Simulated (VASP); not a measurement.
# Ag (Fm-3m) in VASP: further runs

Ag is run at these levels: PBE, r2SCAN0, HF; tasks: single point.

Everything below comes from runs of VASP 6.6.1. Logs are shortened: lines on timing, memory, paths and dates and some standing lists are left out, and cuts for length are marked.

## Step 1: The cell of the first run

It takes space group Fm-3m (No. 225, cubic). The conventional cell has a = 4.085 Å, b = 4.085 Å, c = 4.085 Å, α = 90.00°, β = 90.00°, γ = 90.00°. Within 3.8 Å of Ag (site symmetry m-3m) lie 12 Ag at 2.89 Å.

## Step 2: Single point, PBE

File INCAR:

```
PREC = Accurate
ENCUT = 520
EDIFF = 1E-7
ISMEAR = 1
SIGMA = 0.1
LREAL = F
LASPH = T
ALGO = Normal
NELM = 100
ISIF = 2
LWAVE = F
LCHARG = F
```

File KPOINTS:

```
k-points
0
Gamma
  9 9 9
```

File POSCAR:

```
Ag
1.0
    0.0000000000      2.0427500000      2.0427500000
    2.0427500000      0.0000000000      2.0427500000
    2.0427500000      2.0427500000      0.0000000000
Ag
1
Direct
    0.0000000000      0.0000000000      0.0000000000
```

Potentials or basis: VASP PAW PBE potentials, release 64 (Ag).

Run with:

```
cat potpaw_PBE.64/Ag/POTCAR > POTCAR
mpirun -np 1 vasp_std > vasp.out
```

OUTCAR:

```text
PREC = Accurate
   ENCUT = 520
   EDIFF = 1E-7
   ISMEAR = 1
   LREAL = F
   LASPH = T
   NELM = 100
   ISIF = 2

 Found     35 irreducible k-points:

 Following reciprocal coordinates:
            Coordinates               Weight
  0.000000  0.000000  0.000000      1.000000
  0.111111  0.000000  0.000000      8.000000
  0.222222  0.000000  0.000000      8.000000
  0.333333  0.000000  0.000000      8.000000
  0.444444  0.000000  0.000000      8.000000
  0.111111  0.111111  0.000000      6.000000
   k-points           NKPTS =     35   k-points in BZ     NKDIM =     35   number of bands    NBANDS=      9
   number of dos      NEDOS =    301   number of ions     NIONS =      1
   total plane-waves  NPLWV =  13824
   dimension x,y,z NGX =    24 NGY =   24 NGZ =   24
   dimension x,y,z NGXF=    48 NGYF=   48 NGZF=   48
   ions per type =               1
   NGX,Y,Z   is equivalent  to a cutoff of  13.81, 13.81, 13.81 a.u.
   NGXF,Y,Z  is equivalent  to a cutoff of  27.62, 27.62, 27.62 a.u.
 SYSTEM =  unknown system
   PREC   = accura    normal or accurate (medium, high low for compatibility)
   ISTART =      0    job   : 0-new  1-cont  2-samecut
   ICHARG =      2    charge: 1-file 2-atom 10-const
   ISPIN  =      1    spin polarized calculation?
   LNONCOLLINEAR =      F non collinear calculations
   LSORBIT =      F    spin-orbit coupling
   LASPH  =      T    aspherical Exc in radial PAW
   ENCUT  =  520.0 eV  38.22 Ry    6.18 a.u.   5.37  5.37  5.37*2*pi/ulx,y,z
   NELM   =    100;   NELMIN=  2; NELMDL= -5     # of ELM steps
   EDIFF  = 0.1E-06   stopping-criterion for ELM
   LREAL  =      F    real-space projection
   EDIFFG = 0.1E-05   stopping-criterion for IOM
   NSW    =      0    number of steps for IOM
   IBRION =     -1    ionic relax: 0-MD 1-quasi-New 2-CG
   NFREE  =      0    steps in history (QN), initial steepest desc. (CG)
   ISIF   =      2    stress and relaxation
   ISYM   =      2    0-nonsym 1-usesym 2-fastsym
   POTIM  = 0.5000    time-step for ionic-motion
   TEBEG  =    0.0;   TEEND  =   0.0 temperature during run

   SCALEE = 1.0000    scale energy and forces
   PSTRESS=    0.0 pullay stress
   NELECT =      11.0000    total number of electrons
   NUPDOWN=      -1.0000    fix difference up-down
   EMIN   =  10.00;   EMAX   =-10.00  energy-range for DOS
   EFERMI =   0.00;   METHOD = LEGACY
   ISMEAR =     1;   SIGMA  =   0.10  broadening in eV -4-tet -1-fermi 0-gaus
   EFERMI_NEDOS =   21; number of points for ismear=-14 and -15
   IALGO  =     38    algorithm
   IMIX   =      4    mixing-type and parameters
     AMIX     =   0.40;   BMIX     =  1.00
     AMIX_MAG =   1.60;   BMIX_MAG =  1.00
  volume/ion in A,a.u.               =      17.05       115.05
  Fermi-wavevector in a.u.,A,eV,Ry     =   1.414644  2.673290 27.228221  2.001218
  Thomas-Fermi vector in A             =   2.536165
   LORBIT       =      0    0 simple, 1 ext, 2 COOP (PROOUT), +10 PAW based schemes
   GGA     = PE    functional components
   LHFCALC =     F    Hartree Fock is set to
   AEXX    =    0.0000 exact exchange contribution
   IVDW    =     0    specifies the selected vdW correction
   LEPSILON=     F    determine dielectric tensor
   LRPA    =     F    only Hartree local field effects (RPA)

   CSHIFT  =0.1000    complex shift for real part using Kramers Kronig

   OMEGAMAX=  -1.0    maximum frequency
 non-spin polarized calculation
 Methfessel and Paxton  Order N= 1 SIGMA  =   0.10
  energy-cutoff  :      520.00
  volume of cell :       17.05
 maximum number of plane-waves:       470
 NGX is ok and might be reduce to    24
   NGX = 11   NGY = 11   NGZ = 11

 number of electron      10.9999999 magnetization

 Free energy of the ion-electron system (eV)
  ---------------------------------------------------
  ext. energy  EPLUGINS =         0.00000000
  ---------------------------------------------------
  free energy    TOTEN  =        -2.72543365 eV

  energy without entropy =       -2.72537727  energy(sigma->0) =       -2.72541486

 E-fermi :   8.8216     XC(G=0): -12.2103

 val. band max:        8.3499320736   @ k =   0.4444   0.3333   0.0000
 cond. band min:       8.8845434374   @ k =  -0.4444   0.1111   0.0000
 fundamental gap:      0.5346113638
 Fermi energy:         8.8215770628

 k-point     1 :       0.0000    0.0000    0.0000
  band No.  band energies     occupation
      1       0.6638      2.00000
      2       3.6234      2.00000
      3       3.6234      2.00000
      4       3.6234      2.00000
      5       4.6564      2.00000
      6       4.6564      2.00000
      7      24.4574      0.00000
      8      28.0365      0.00000
      9      28.0365      0.00000

 k-point     2 :       0.1111    0.0000    0.0000
  band No.  band energies     occupation
      1       1.0402      2.00000
      2       3.5482      2.00000
      3       3.7205      2.00000
      4       3.7205      2.00000
      5       4.6253      2.00000
      6       4.6253      2.00000
      7      24.2352      0.00000
      8      25.7906      0.00000
      9      28.1759      0.00000

 k-point     3 :       0.2222    0.0000    0.0000
  band No.  band energies     occupation
      1       1.8894      2.00000
      2       3.6624      2.00000
      3       3.8319      2.00000
      4       3.8319      2.00000
      5       4.7077      2.00000
      6       4.7077      2.00000
      7      20.6510      0.00000
      8      25.1961      0.00000
      9      28.2058      0.00000

 k-point     4 :       0.3333    0.0000    0.0000
  band No.  band energies     occupation
      1       2.1532      2.00000
      2       3.7340      2.00000
      3       3.7340      2.00000
      4       5.0770      2.00000
      5       5.0770      2.00000
      6       5.1078      2.00000
      7      16.4028      0.00000
      8      24.4212      0.00000
      9      27.3718      0.00000

 k-point     5 :       0.4444    0.0000    0.0000
  band No.  band energies     occupation
      1       2.0530      2.00000
      2       3.6177      2.00000
      3       3.6177      2.00000
      4       5.4038      2.00000
      5       5.4038      2.00000
      6       7.4230      2.00000
      7      12.8048      0.00000
      8      23.7798      0.00000
      9      26.4460      0.00000

 k-point     6 :       0.1111    0.1111    0.0000
  band No.  band energies     occupation
      1       1.1671      2.00000
      2       3.4280      2.00000
      3       3.8090      2.00000
      4       3.8090      2.00000
      5       4.4719      2.00000
      6       4.7413      2.00000
      7      24.6353      0.00000
      8      26.5529      0.00000
      9      26.7869      0.00000

 [... further k-points ...]
[... 5 lines left out ...]
  --------------------------------------------------------------------------------------
  -------------------------------------------------------------------------------------
  Total        0.4630166      0.4630166      0.4630166     -0.0000000      0.0000000     -0.0000000
  in kB       43.5142473     43.5142473     43.5142473     -0.0000000      0.0000000     -0.0000000
  external PRESSURE =      43.5142473 kB  Pullay stress =       0.0000000 kB

 VOLUME and BASIS-vectors are now :
 -----------------------------------------------------------------------------
  energy-cutoff  :      520.00
  volume of cell :       17.05
      direct lattice vectors                 reciprocal lattice vectors
     0.000000000  2.042750000  2.042750000    -0.244768082  0.244768082  0.244768082
     2.042750000  0.000000000  2.042750000     0.244768082 -0.244768082  0.244768082
     2.042750000  2.042750000  0.000000000     0.244768082  0.244768082 -0.244768082

 POSITION                                       TOTAL-FORCE (eV/Angst)
 -----------------------------------------------------------------------------------
      0.00000      0.00000      0.00000         0.000000      0.000000      0.000000
 -----------------------------------------------------------------------------------
    total drift:                                0.000000      0.000000     -0.000000

  FREE ENERGIE OF THE ION-ELECTRON SYSTEM (eV)
  ---------------------------------------------------
  free  energy   TOTEN  =        -2.7254336499 eV

  energy  without entropy=       -2.7253772705  energy(sigma->0) =       -2.72541486
```

Run time: 2.9 s. Hardware: 1 thread of Intel Xeon 6975P-C (Granite Rapids), shared host; peak memory 0.12 GiB.

What came out:

```yaml
Free_energy: -2.7254 eV
Pressure: 4.4 GPa
Band_gap_on_the_k_mesh: zero (an odd number of electrons rules out a gap without spin polarisation)
```

Levels at points of the mesh, in eV from the Fermi level:
| k point | band 2 | band 3 | band 4 | band 5 | band 6 | band 7 | band 8 | band 9 |
| --- | --- | --- | --- | --- | --- | --- | --- | --- |
| (0.00, 0.00, 0.00) | -5.20 | -5.20 | -5.20 | -4.17 | -4.17 | 15.64 | 19.21 | 19.21 |

Caveat: the cell stands under pressure.

(Part 1 of 2 ends here.)

The gap in the log of VASP goes by the Fermi energy; the results here count the filled bands.